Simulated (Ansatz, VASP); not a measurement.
## Two plane-wave programs on CaCu3C2

```xyz
6
Lattice="5.3158 0.0000 0.0000 -2.6579 4.6037 0.0000 0.0000 0.0000 3.5310" Properties=species:S:1:pos:R:3 pbc="T T T"
Ca    0.0000    0.0000    0.0000
Cu   -1.3290    2.3018    1.7655
Cu    1.3290    2.3018    1.7655
Cu    2.6579    0.0000    1.7655
C     0.0000    3.0691    0.0000
C     2.6579    1.5346    0.0000
```

Change from the starting cell: species swapped into the TbSi2Rh3 type (P6/mmm, No. 191).

Alike in both runs: task relaxation of cell and atoms; functional PBE; k mesh 6 × 6 × 6; occupations gaussian, width 0.1 eV; no spin polarisation.

|  | VASP | Ansatz |
| --- | --- | --- |
| version | VASP 6.6.1 | Ansatz 0.2.0 |
| potentials or method | VASP PAW PBE potentials, release 64 (Ca_sv, Cu, C), cutoff 600 eV | scalar-relativistic, plane waves, PAW |
| valence electrons in the cell | 51 | 75 |

```tsv
	VASP	Ansatz	Ansatz less VASP
gap on the k mesh at the Fermi level, each at its own relaxed structure (eV)	none	none	-
relaxed volume (Å³/atom)	11.83	11.79	-0.041
relaxed length of the cell vector where the two differ most in proportion (Å)	3.056	3.037	-0.0188
```

A gap of «none» marks a metal or a gap that the smearing closes. VASP's potentials hold 51 valence electrons a cell and Ansatz's 75, so a difference there can come from the potentials and not from the codes.

Noted on VASP's run: the volume moved by over 15 % at a fixed basis, so the end points are rough.
